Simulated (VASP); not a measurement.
# Ga2P (P-4m2) in VASP: notebook, part 2 of 2

VASP 6.6.1. The steps go on from the part before.

## (4) Relaxation of cell and atoms, PBE

Input file INCAR:

```
SYSTEM = Ga2P
ALGO     = Normal         ! electronic algorithm
EDIFF    = 1E-6           ! SCF threshold, eV
EDIFFG   = -0.04          ! ionic threshold
ENCUT    = 600            ! plane-wave cutoff, eV
GGA      = PE             ! functional
IBRION   = 2              ! ionic algorithm
ISIF     = 3              ! what is computed and relaxed
ISMEAR   = 0              ! smearing method
LASPH    = .True.         ! aspherical terms in the spheres
LCHARG   = .False.        ! write CHGCAR
LREAL    = .False.        ! projectors in reciprocal space
LWAVE    = .False.        ! write WAVECAR
NELM     = 80             ! most SCF steps
NSW      = 90             ! ionic steps
PREC     = Accurate       ! precision mode
SIGMA    = 0.1            ! smearing width, eV
```

Input file KPOINTS:

```
k-points
0
Gamma
  4 4 4
  0 0 0
```

Input file POSCAR:

```
Ga2P
1.0
    3.7586196400      0.0000000000      0.0000000000
    0.0000000000      3.7586196400      0.0000000000
    0.0000000000      0.0000000000      3.8006101000
Ga P
2 1
Direct
    0.5000000000      0.0000000000      0.7413226400
    0.0000000000      0.5000000000      0.2586773600
    0.0000000000      0.0000000000      0.0000000000
```

On the command line:

```bash
$ cat potpaw_PBE.64/Ga_d/POTCAR potpaw_PBE.64/P/POTCAR > POTCAR
$ mpirun -np 1 vasp_std > vasp.out
```

Run time: 70 s. Hardware: 1 thread of Intel Xeon 6975P-C (Granite Rapids), shared host; peak memory 0.18 GiB.

It converged, with:

```yaml
Free_energy: -10.9970 eV
Relaxed_volume: 20.33 Å³/atom
Relaxed_cell: a = 3.763 Å, b = 3.763 Å, c = 4.308 Å, α = 90.00°, β = 90.00°, γ = 90.00°
Space_group_after_relaxing_to_0.1_Å: P-4m2 (No. 115)
Energy_gained_by_relaxing: 676.4 meV/atom
Ionic_steps: 11
Pressure_after_relaxing: 0.0 GPa
Largest_force_after_relaxing: 0.018 eV/Å
Band_gap_on_the_k_mesh: zero (an odd number of electrons rules out a gap without spin polarisation)
```

Forces in eV/Å, atoms in the order of the input:
```
Ga   0.000  0.000 -0.018
Ga   0.000  0.000  0.018
P    0.000  0.000  0.000
```

Stress tensor (GPa, compression positive):
```
 0.01  0.00  0.00
 0.00  0.01  0.00
 0.00  0.00 -0.11
```

Step by step:
```csv
step,energy change (eV),largest force (eV/Å),pressure (GPa),volume (Å³)
1,0.0000,3.8397,24.15,53.69
2,-1.4678,0.4233,-4.22,77.49
3,-1.5271,0.9385,-1.40,71.58
4,-1.5284,0.8807,-1.68,72.15
5,-1.6713,0.7823,-2.05,70.47
6,-1.9821,0.0863,-2.75,65.34
7,-1.9960,0.3083,-2.27,62.92
8,-2.0039,0.1314,-2.49,63.98
9,-2.0074,0.1001,2.69,58.34
10,-2.0281,0.0139,-0.01,60.95
11,-2.0292,0.0175,-0.03,61.00
```

Final structure:
```cif
data_structure
_symmetry_space_group_name_H-M 'P 1'
_symmetry_Int_Tables_number 1
_cell_length_a 3.7631
_cell_length_b 3.7631
_cell_length_c 4.3080
_cell_angle_alpha 90.000
_cell_angle_beta 90.000
_cell_angle_gamma 90.000
_cell_volume 61.00
loop_
_atom_site_label
_atom_site_type_symbol
_atom_site_fract_x
_atom_site_fract_y
_atom_site_fract_z
_atom_site_occupancy
Ga1 Ga 0.50000 0.00000 0.64791 1
Ga2 Ga 0.00000 0.50000 0.35209 1
P1 P 0.00000 0.00000 0.00000 1
```

Levels at points of the mesh, in eV from the Fermi level:
| k point | band 13 | band 14 | band 15 | band 16 | band 17 | band 18 |
| --- | --- | --- | --- | --- | --- | --- |
| (0.00, 0.00, 0.00) | -4.56 | -2.06 | -2.06 | 1.14 | 2.48 | 5.05 |
| (0.50, 0.00, 0.00) | -3.26 | -2.28 | -1.20 | -0.45 | 1.77 | 3.43 |
| (0.50, 0.50, 0.00) | -6.18 | -2.47 | -1.88 | 1.00 | 1.00 | 1.11 |
| (0.00, 0.00, 0.50) | -1.06 | -1.06 | 0.93 | 1.05 | 1.56 | 1.56 |
| (0.50, 0.00, 0.50) | -6.27 | -4.27 | -0.65 | 2.32 | 3.29 | 4.11 |
| (0.50, 0.50, 0.50) | -5.41 | -4.85 | -2.34 | -2.34 | -1.40 | 1.34 |

Caveat: the k points lie up to 0.42 Å⁻¹ apart in the final cell, too coarse for converged energies and pressures of a metal.

## (5) Single point, PBE

This run uses another cell than the first one, of 20.09 Å³/atom.

Input file INCAR:

```
  PREC = Accurate
  ENCUT = 520
  EDIFF = 1E-6
  ISMEAR = 0
  SIGMA = 0.1
  LREAL = F
  LASPH = T
  NELM = 80
  ALGO = Normal
  ISIF = 2
  LWAVE = F
  LCHARG = F
  GGA = PE
  NBANDS = 22
```

Input file KPOINTS:

```
regular mesh
0
Gamma
  12 12 12
```

Input file POSCAR:

```
Ga2P
1.0
    3.7062696996      0.0000000000      0.0000000000
    0.0000000000      3.7062696996      0.0000000000
    0.0000000000      0.0000000000      4.3876311215
Ga P
2 1
Direct
    0.5000000000      0.0000000000      0.6490455345
    0.0000000000      0.5000000000      0.3509544655
    0.0000000000      0.0000000000      0.0000000000
```

On the command line:

```bash
$ cat potpaw_PBE.64/Ga_d/POTCAR potpaw_PBE.64/P/POTCAR > POTCAR
$ mpirun -np 1 vasp_std > vasp.out
```

Run time: 83 s. Hardware: 1 thread of Intel Xeon 6975P-C (Granite Rapids), shared host; peak memory 0.34 GiB.

Results (log left out):

```yaml
Free_energy: -11.0584 eV
Pressure: 0.0 GPa
Band_gap_on_the_k_mesh: zero (an odd number of electrons rules out a gap without spin polarisation)
```

Levels at points of the mesh, in eV from the Fermi level:
```csv
k point,band 13,band 14,band 15,band 16,band 17,band 18
"(0.00, 0.00, 0.00)",-4.86,-1.99,-1.99,1.36,2.53,5.01
"(0.50, 0.00, 0.00)",-3.48,-2.54,-1.10,-0.76,1.45,3.56
"(0.50, 0.50, 0.00)",-6.20,-2.54,-2.09,0.76,0.76,0.84
"(0.00, 0.00, 0.50)",-1.05,-1.05,0.80,1.02,1.61,1.61
"(0.50, 0.00, 0.50)",-6.41,-4.44,-0.62,2.25,3.39,4.24
"(0.50, 0.50, 0.50)",-5.49,-4.93,-2.38,-2.38,-1.53,1.20
```

## (6) Relaxation of cell and atoms, PBE

This run uses another cell than the first one, of 20.27 Å³/atom.

Input file INCAR:

```
ALGO = Normal
EDIFF = 1E-7
EDIFFG = -0.01
ENCUT = 600
GGA = PE
IBRION = 2
ISIF = 3
ISMEAR = 0
LASPH = True
LCHARG = False
LREAL = False
LWAVE = False
NELM = 100
NSW = 100
PREC = Accurate
SIGMA = 0.1
```

Input file KPOINTS:

```
k-points
0
Gamma
  12 12 12
```

Input file POSCAR:

```
Ga2P
1.0
    3.7653001753      0.0000000000      0.0000000000
    0.0000000000      3.7653001753      0.0000000000
    0.0000000000      0.0000000000      4.2900473779
Ga P
2 1
Direct
    0.5000000000      0.0000000000      0.6465292808
    0.0000000000      0.5000000000      0.3534707192
    0.0000000000      0.0000000000      0.0000000000
```

Potentials or basis: VASP PAW PBE potentials, release 64 (Ga_d, P).

On the command line:

```bash
$ cat potpaw_PBE.64/Ga_d/POTCAR potpaw_PBE.64/P/POTCAR > POTCAR
$ mpirun -np 1 vasp_std > vasp.out
```

Wall time 9.7 min (1 thread of Intel Xeon 6975P-C (Granite Rapids), shared host); peak memory 0.37 GiB.

Results (log left out):

| Item | Value |
| --- | --- |
| Free energy | -11.0583 eV |
| Relaxed volume | 20.10 Å³/atom |
| Relaxed cell | a = 3.709 Å, b = 3.709 Å, c = 4.383 Å, α = 90.00°, β = 90.00°, γ = 90.00° |
| Space group after relaxing (to 0.1 Å) | P-4m2 (No. 115) |
| Energy gained by relaxing | 3.7 meV/atom |
| Ionic steps | 10 |
| Pressure after relaxing | 0.0 GPa |
| Largest force after relaxing | 0.003 eV/Å |
| Band gap on the k mesh | zero (an odd number of electrons rules out a gap without spin polarisation) |

Forces in eV/Å, atoms in the order of the input:
```
Ga   0.000  0.000 -0.003
Ga   0.000  0.000  0.003
P    0.000  0.000  0.000
```

Stress tensor (GPa, compression positive):
```
-0.05  0.00  0.00
 0.00 -0.05  0.00
 0.00  0.00  0.06
```

Step by step:
```tsv
step	energy change (eV)	largest force (eV/Å)	pressure (GPa)	volume (Å³)
1	0.0000	0.0596	-0.59	60.82
2	-0.0075	0.0297	-0.09	60.17
3	-0.0096	0.0014	0.41	59.59
4	-0.0104	0.0505	-0.09	59.99
5	-0.0104	0.0435	0.03	59.94
6	-0.0104	0.0458	0.00	59.96
7	-0.0106	0.0385	0.00	60.01
8	-0.0110	0.0201	-0.02	60.14
9	-0.0111	0.0181	-0.04	60.40
10	-0.0112	0.0034	-0.01	60.30
```

Final structure:
```
CELL_PARAMETERS angstrom
3.70898 0.00000 0.00000
0.00000 3.70898 0.00000
0.00000 0.00000 4.38318
ATOMIC_POSITIONS crystal
Ga 0.50000 0.00000 0.64890
Ga 0.00000 0.50000 0.35110
P 0.00000 0.00000 0.00000
```

Levels at points of the mesh, in eV from the Fermi level:
```csv
k point,band 13,band 14,band 15,band 16,band 17,band 18
"(0.00, 0.00, 0.00)",-4.85,-2.00,-2.00,1.34,2.52,5.01
"(0.50, 0.00, 0.00)",-3.47,-2.54,-1.11,-0.75,1.46,3.55
"(0.50, 0.50, 0.00)",-6.20,-2.54,-2.09,0.77,0.77,0.84
"(0.00, 0.00, 0.50)",-1.06,-1.06,0.80,1.01,1.60,1.60
"(0.50, 0.00, 0.50)",-6.41,-4.44,-0.63,2.25,3.38,4.22
"(0.50, 0.50, 0.50)",-5.50,-4.93,-2.39,-2.39,-1.53,1.21
```

## (7) Overview

```tsv
task	cell	k mesh	cutoff (eV)	gap on the mesh (eV)	pressure (GPa)	relaxed volume (Å³/atom)	largest force (eV/Å)
single point	a = 3.759, b = 3.759, c = 3.801 Å, 3 atoms, atomic positions A	4 × 4 × 4	520	none	24.1	-	3.84
single point	a = 3.765, b = 3.765, c = 4.290 Å, 3 atoms, atomic positions B	4 × 4 × 4	520	none	0.1	-	0.01
relaxation of cell and atoms	relaxed from a = 3.759, b = 3.759, c = 3.801 Å, 3 atoms, atomic positions A	4 × 4 × 4	600	none	0.0	20.33	0.02
single point	a = 3.706, b = 3.706, c = 4.388 Å, 3 atoms, atomic positions C	12 × 12 × 12	520	none	0.0	-	-
relaxation of cell and atoms	relaxed from a = 3.765, b = 3.765, c = 4.290 Å, 3 atoms, atomic positions B	12 × 12 × 12	600	none	0.0	20.10	-
```

Alike in all rows: level PBE; potentials or basis VASP PAW PBE potentials, release 64 (Ga_d, P); no spin polarisation; smearing gaussian 0.1 eV.

Caveats: some runs use coarse meshes; forces of over 1 eV/Å act on the atoms, so gaps and moduli don't describe the material at rest (at least some runs).

Absolute energies hang on the potentials; compare differences alone.
